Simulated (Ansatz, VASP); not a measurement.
# Pt: VASP beside Ansatz

```
Pt
1.0
     0.00000    1.97058    1.97058
     1.97058    0.00000    1.97058
     1.97058    1.97058    0.00000
Pt
1
Direct
  0.00000 0.00000 0.00000
```

Alike in both runs: task single point; functional r2SCAN; k mesh 14 × 14 × 14; occupations fermi-dirac, width 0.6 eV; no spin polarisation.

```csv
,VASP,Ansatz
version,VASP 6.6.1,Ansatz 0.2.0
potentials or method,"VASP PAW PBE potentials, release 64 (Pt), cutoff 520 eV","plane waves (500 eV) with PAW, scalar-relativistic"
valence electrons in the cell,10,18
```

Ansatz gave:

```
pressure (GPa) : 6.1
```

Task: Estimate VASP's values.

Result: Pressure (GPa): 6.8.

VASP's potentials were made for PBE, not for r2SCAN. VASP's potentials hold 10 valence electrons a cell and Ansatz's 18, so a difference there can come from the potentials and not from the codes.

Spin-orbit coupling is off throughout.
